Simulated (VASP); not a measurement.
# Rb2SnF6 (Fm-3m) in VASP: a series of runs

Rb2SnF6 is run at these levels: LDA; tasks: single point, relaxation of cell and atoms.

All numbers are computed with VASP 6.6.1; they aren't measurements. Logs are shortened: lines on timing, memory, paths and dates and some standing lists are left out, and cuts for length are marked.

## Step 1: The cell of the first run

It takes space group Fm-3m (No. 225, cubic). Conventional cell: a = 8.763 Å, b = 8.763 Å, c = 8.763 Å, α = 90.00°, β = 90.00°, γ = 90.00°. Rb (site symmetry -43m) has 12 F at 3.11 Å and 4 Sn at 3.79 Å within 4.1 Å. Sn (site symmetry m-3m) has 6 F at 1.97 Å within 2.6 Å. Within 2.6 Å of F (site symmetry 4mm) lie 1 Sn at 1.97 Å.

## Step 2: Single point, LDA

File INCAR:

```
  PREC = Accurate
  ENCUT = 520
  EDIFF = 1E-7
  ISMEAR = -1
  SIGMA = 0.1
  LREAL = F
  LASPH = T
  NELM = 80
  ALGO = Normal
  ISIF = 2
  LWAVE = F
  LCHARG = T
  LELF = T
  LVHAR = T
  NBANDS = 47
```

File KPOINTS:

```
Automatic mesh
0
Gamma
  3 3 3
```

File POSCAR:

```
Rb2SnF6
1.0
    0.0000000000      4.3812506427      4.3812506427
    4.3812506427      0.0000000000      4.3812506427
    4.3812506427      4.3812506427      0.0000000000
Rb Sn F
2 1 6
Direct
    0.2500000000      0.2500000000      0.2500000000
    0.7500000000      0.7500000000      0.7500000000
    0.0000000000      0.0000000000      0.0000000000
    0.7757026744      0.2242973256      0.2242973256
    0.2242973256      0.7757026744      0.7757026744
    0.2242973256      0.7757026744      0.2242973256
    0.7757026744      0.2242973256      0.7757026744
    0.2242973256      0.2242973256      0.7757026744
    0.7757026744      0.7757026744      0.2242973256
```

Potentials or basis: VASP PAW LDA potentials, release 64 (Rb_sv, Sn_d, F).

Launch:

```console
$ cat potpaw_LDA.64/Rb_sv/POTCAR potpaw_LDA.64/Sn_d/POTCAR potpaw_LDA.64/F/POTCAR > POTCAR
$ mpirun -np 1 vasp_std > vasp.out
```

OUTCAR:

```text
PREC = Accurate
   ENCUT = 520
   EDIFF = 1E-7
   ISMEAR = -1
   LREAL = F
   LASPH = T
   NELM = 80
   ISIF = 2

 ion  position               nearest neighbor table
   1  0.250  0.250  0.250-   4 3.11   7 3.11   9 3.11   5 3.11   6 3.11   9 3.11   5 3.11   7 3.11
                             8 3.11   4 3.11   6 3.11   8 3.11   3 3.79   3 3.79   3 3.79   3 3.79
   2  0.750  0.750  0.750-   5 3.11   7 3.11   9 3.11   4 3.11   6 3.11   9 3.11   4 3.11   7 3.11
                             8 3.11   5 3.11   6 3.11   8 3.11   3 3.79   3 3.79   3 3.79   3 3.79
   3  0.000  0.000  0.000-   4 1.97   5 1.97   6 1.97   7 1.97   8 1.97   9 1.97   1 3.79   2 3.79
                             2 3.79   2 3.79   2 3.79   1 3.79   1 3.79   1 3.79
   4  0.776  0.224  0.224-   3 1.97   2 3.11   1 3.11   2 3.11   1 3.11
   5  0.224  0.776  0.776-   3 1.97   2 3.11   2 3.11   1 3.11   1 3.11
   6  0.224  0.776  0.224-   3 1.97   2 3.11   1 3.11   2 3.11   1 3.11
   7  0.776  0.224  0.776-   3 1.97   2 3.11   2 3.11   1 3.11   1 3.11
   8  0.224  0.224  0.776-   3 1.97   2 3.11   1 3.11   2 3.11   1 3.11
   9  0.776  0.776  0.224-   3 1.97   2 3.11   2 3.11   1 3.11   1 3.11

  LATTYP: Found a face centered cubic cell.
 ALAT       =     8.7625012854

  Lattice vectors:

 A1 = (   0.0000000000,   4.3812506427,   4.3812506427)
 A2 = (   4.3812506427,   0.0000000000,   4.3812506427)
 A3 = (   4.3812506427,   4.3812506427,   0.0000000000)

Analysis of symmetry for initial positions (statically):
=====================================================================
 Subroutine PRICEL returns:
 Original cell was already a primitive cell.

 Routine SETGRP: Setting up the symmetry group for a
 face centered cubic supercell.

 Subroutine GETGRP returns: Found 48 space group operations
 (whereof 48 operations were pure point group operations)
 out of a pool of 48 trial point group operations.

The static configuration has the point symmetry O_h .

Analysis of symmetry for dynamics (positions and initial velocities):
=====================================================================
 Subroutine PRICEL returns:
 Original cell was already a primitive cell.

 Routine SETGRP: Setting up the symmetry group for a
 face centered cubic supercell.

 Subroutine GETGRP returns: Found 48 space group operations
 (whereof 48 operations were pure point group operations)
 out of a pool of 48 trial point group operations.

The dynamic configuration has the point symmetry O_h .

[... 96 lines left out ...]
   NFREE  =      0    steps in history (QN), initial steepest desc. (CG)
   ISIF   =      2    stress and relaxation
   ISYM   =      2    0-nonsym 1-usesym 2-fastsym
   POTIM  = 0.5000    time-step for ionic-motion
   TEBEG  =    0.0;   TEEND  =   0.0 temperature during run
   PSTRESS=    0.0 pullay stress
   NELECT =      74.0000    total number of electrons
   NUPDOWN=      -1.0000    fix difference up-down
   EMIN   =  10.00;   EMAX   =-10.00  energy-range for DOS
   EFERMI =   0.00;   METHOD = LEGACY
   ISMEAR =    -1;   SIGMA  =   0.10  broadening in eV -4-tet -1-fermi 0-gaus
   EFERMI_NEDOS =   21; number of points for ismear=-14 and -15
   IALGO  =     38    algorithm
   IMIX   =      4    mixing-type and parameters
     AMIX     =   0.40;   BMIX     =  1.00
     AMIX_MAG =   1.60;   BMIX_MAG =  1.00
  volume/ion in A,a.u.               =      18.69       126.12
  Fermi-wavevector in a.u.,A,eV,Ry     =   1.245118  2.352933 21.093381  1.550320
  Thomas-Fermi vector in A             =   2.379355
   LORBIT       =      0    0 simple, 1 ext, 2 COOP (PROOUT), +10 PAW based schemes
   GGA     = CA    functional components
   LHFCALC =     F    Hartree Fock is set to
   AEXX    =    0.0000 exact exchange contribution
   IVDW    =     0    specifies the selected vdW correction
   LEPSILON=     F    determine dielectric tensor
   LRPA    =     F    only Hartree local field effects (RPA)
 non-spin polarized calculation
  energy-cutoff  :      520.00
  volume of cell :      168.20
 maximum number of plane-waves:      4573
 NGX is ok and might be reduce to    48
   NGX = 23   NGY = 23   NGZ = 23

 number of electron      74.0000011 magnetization

 Free energy of the ion-electron system (eV)
  ---------------------------------------------------
  ext. energy  EPLUGINS =         0.00000000
  ---------------------------------------------------
  free energy    TOTEN  =       -45.01468903 eV

  energy without entropy =      -45.01468903  energy(sigma->0) =      -45.01468903

 E-fermi :  -0.6480     XC(G=0):  -9.0794

 val. band max:       -3.1251825815   @ k =   0.0000   0.0000   0.0000
 cond. band min:       2.4498294075   @ k =   0.0000   0.0000   0.0000
 fundamental gap:      5.5750119890
 Fermi energy:        -0.6479604701

 k-point     1 :       0.0000    0.0000    0.0000
  band No.  band energies     occupation
      1     -25.1112      2.00000
      2     -25.0465      2.00000
      3     -23.4063      2.00000
      4     -23.4063      2.00000
      5     -22.9608      2.00000
      6     -22.3707      2.00000
[... 189 lines left out ...]
     46       8.6036      0.00000
     47       9.0369      0.00000

------------------------ aborting loop because EDIFF is reached ----------------------------------------

  FORCE on cell =-STRESS in cart. coord.  units (eV):
  Direction    XX          YY          ZZ          XY          YZ          ZX
  --------------------------------------------------------------------------------------
  -------------------------------------------------------------------------------------
  Total       -1.5855128     -1.5855128     -1.5855128     -0.0000000      0.0000000      0.0000000
  in kB      -15.1027506    -15.1027506    -15.1027506     -0.0000000      0.0000000      0.0000000
  external PRESSURE =     -15.1027506 kB  Pullay stress =       0.0000000 kB

 VOLUME and BASIS-vectors are now :
 -----------------------------------------------------------------------------
  energy-cutoff  :      520.00
  volume of cell :      168.20
      direct lattice vectors                 reciprocal lattice vectors
     0.000000000  4.381250643  4.381250643    -0.114122665  0.114122665  0.114122665
     4.381250643  0.000000000  4.381250643     0.114122665 -0.114122665  0.114122665
     4.381250643  4.381250643  0.000000000     0.114122665  0.114122665 -0.114122665

 POSITION                                       TOTAL-FORCE (eV/Angst)
 -----------------------------------------------------------------------------------
      2.19063      2.19063      2.19063        -0.000000      0.000000      0.000000
      6.57188      6.57188      6.57188         0.000000      0.000000      0.000000
      0.00000      0.00000      0.00000        -0.000000      0.000000      0.000000
      1.96541      4.38125      4.38125         0.160892      0.000000      0.000000
      6.79710      4.38125      4.38125        -0.160892      0.000000      0.000000
      4.38125      1.96541      4.38125         0.000000      0.160892      0.000000
      4.38125      6.79710      4.38125         0.000000     -0.160892      0.000000
      4.38125      4.38125      1.96541         0.000000      0.000000      0.160892
      4.38125      4.38125      6.79710         0.000000      0.000000     -0.160892
 -----------------------------------------------------------------------------------
    total drift:                               -0.000000     -0.000000      0.000000

  FREE ENERGIE OF THE ION-ELECTRON SYSTEM (eV)
  ---------------------------------------------------
  free  energy   TOTEN  =       -45.0146890274 eV

  energy  without entropy=      -45.0146890272  energy(sigma->0) =      -45.01468903
```

OSZICAR:

```text
N       E                     dE             d eps       ncg     rms          rms(c)
DAV:   1     0.807353801115E+03    0.80735E+03   -0.36407E+04   398   0.170E+03
DAV:   2     0.546268654239E+02   -0.75273E+03   -0.71896E+03   447   0.494E+02
DAV:   3    -0.433268063395E+02   -0.97954E+02   -0.97326E+02   404   0.169E+02
DAV:   4    -0.492077857405E+02   -0.58810E+01   -0.58613E+01   560   0.406E+01
DAV:   5    -0.493699316281E+02   -0.16215E+00   -0.16204E+00   560   0.570E+00    0.132E+01
DAV:   6    -0.451853896230E+02    0.41845E+01   -0.16500E+01   577   0.331E+01    0.624E+00
DAV:   7    -0.451044356550E+02    0.80954E-01   -0.10316E+00   464   0.513E+00    0.298E+00
DAV:   8    -0.450218159480E+02    0.82620E-01   -0.12723E-01   488   0.243E+00    0.694E-01
DAV:   9    -0.450143648904E+02    0.74511E-02   -0.20203E-02   576   0.128E+00    0.173E-01
DAV:  10    -0.450146753405E+02   -0.31045E-03   -0.42796E-03   512   0.339E-01    0.537E-02
DAV:  11    -0.450146926372E+02   -0.17297E-04   -0.20663E-04   552   0.849E-02    0.303E-02
DAV:  12    -0.450146888286E+02    0.38086E-05   -0.23318E-05   569   0.403E-02    0.640E-03
DAV:  13    -0.450146889654E+02   -0.13684E-06   -0.25176E-06   576   0.106E-02    0.132E-03
DAV:  14    -0.450146890274E+02   -0.61931E-07   -0.12823E-07   346   0.217E-03
   1 F= -.45014689E+02 E0= -.45014689E+02  d E =-.122789E-09
```

It took 78 s on 1 thread of AMD EPYC 7R13, shared host; peak memory 0.23 GiB.

What came out:

* Free energy: -45.0147 eV
* Pressure: -1.5 GPa
* Largest force: 0.161 eV/Å
* Band gap on the k mesh: 5.58 eV

Forces on the atoms (eV/Å):
```
Rb   0.000  0.000  0.000
Rb   0.000  0.000  0.000
Sn   0.000  0.000  0.000
F    0.161  0.000  0.000
F   -0.161  0.000  0.000
F    0.000  0.161  0.000
F    0.000 -0.161  0.000
F    0.000  0.000  0.161
F    0.000  0.000 -0.161
```

Caveat: spin-orbit coupling is left out, which moves the levels of the heavy elements.

## Step 3: Relaxation of cell and atoms, LDA, target pressure -2 GPa, at which the enthalpy is minimised

This run uses another cell than the first one, of 18.33 Å³/atom.

File INCAR:

```
SYSTEM = Rb2SnF6
PREC = Accurate
ENCUT = 600
EDIFF = 1E-7
ISMEAR = -1
SIGMA = 0.1
LREAL = .False.
LASPH = .True.
NELM = 100
ALGO = Normal
ISIF = 3
LWAVE = .False.
LCHARG = .False.
GGA = CA
IBRION = 2
NSW = 80
EDIFFG = -0.01
PSTRESS = -20.0
```

File KPOINTS:

```
Automatic mesh
0
Gamma
  3 3 3
  0 0 0
```

File POSCAR:

```
Rb2SnF6
1.0
    0.0000000000      4.3530280000      4.3530280000
    4.3530280000      0.0000000000      4.3530280000
    4.3530280000      4.3530280000      0.0000000000
Rb Sn F
2 1 6
Direct
    0.2500000000      0.2500000000      0.2500000000
    0.7500000000      0.7500000000      0.7500000000
    0.0000000000      0.0000000000      0.0000000000
    0.7728630000      0.2271370000      0.2271370000
    0.2271370000      0.7728630000      0.7728630000
    0.2271370000      0.7728630000      0.2271370000
    0.7728630000      0.2271370000      0.7728630000
    0.2271370000      0.2271370000      0.7728630000
    0.7728630000      0.7728630000      0.2271370000
```

Potentials or basis: VASP PAW LDA potentials, release 64 (Rb_sv, Sn_d, F).

Launch:

```console
$ cat potpaw_LDA.64/Rb_sv/POTCAR potpaw_LDA.64/Sn_d/POTCAR potpaw_LDA.64/F/POTCAR > POTCAR
$ mpirun -np 1 vasp_std > vasp.out
```

It took 4.3 min on 1 thread of AMD EPYC 7R13, shared host; peak memory 0.26 GiB.

Results (log left out):

```yaml
Free_energy: -45.0703 eV
Relaxed_volume: 18.27 Å³/atom
Relaxed_cell: a = 6.150 Å, b = 6.150 Å, c = 6.150 Å, α = 60.00°, β = 60.00°, γ = 60.00°
Space_group_after_relaxing_to_0.1_Å: Fm-3m (No. 225)
Energy_change_on_relaxing_the_run_minimises_the_enthalpy: -0.9 meV/atom
Ionic_steps: 4
Pressure_after_relaxing: -1.9 GPa
Largest_force_after_relaxing: 0.009 eV/Å
Band_gap_on_the_k_mesh: 5.52 eV
```

Forces on the atoms (eV/Å):
```
Rb   0.000  0.000  0.000
Rb   0.000  0.000  0.000
Sn   0.000  0.000  0.000
F   -0.009  0.000  0.000
F    0.009  0.000  0.000
F    0.000 -0.009  0.000
F    0.000  0.009  0.000
F    0.000  0.000 -0.009
F    0.000  0.000  0.009
```

The path:
| step | energy change (eV) | largest force (eV/Å) | pressure (GPa) | volume (Å³) |
| --- | --- | --- | --- | --- |
| 1 | 0.0000 | 0.1146 | -2.36 | 164.97 |
| 2 | -0.0126 | 0.0835 | -1.56 | 163.99 |
| 3 | -0.0081 | 0.0112 | -1.94 | 164.45 |
| 4 | -0.0082 | 0.0092 | -1.94 | 164.44 |

Final structure:
```
Rb Sn F
1.0
     0.00000    4.34836    4.34836
     4.34836    0.00000    4.34836
     4.34836    4.34836    0.00000
Rb Sn F
2 1 6
Direct
  0.25000 0.25000 0.25000
  0.75000 0.75000 0.75000
  0.00000 0.00000 0.00000
  0.77320 0.22680 0.22680
  0.22680 0.77320 0.77320
  0.22680 0.77320 0.22680
  0.77320 0.22680 0.77320
  0.22680 0.22680 0.77320
  0.77320 0.77320 0.22680
```

Levels at points of the mesh, in eV from the valence-band top:
| k point | band 35 | band 36 | band 37 | band 38 | band 39 | band 40 |
| --- | --- | --- | --- | --- | --- | --- |
| (0.00, 0.00, 0.00) | 0.00 | 0.00 | 0.00 | 5.52 | 9.54 | 9.54 |

Caveat: the cell is relaxed towards a set pressure, so the run minimises the enthalpy, not the energy; spin-orbit coupling is left out, which moves the levels of the heavy elements.
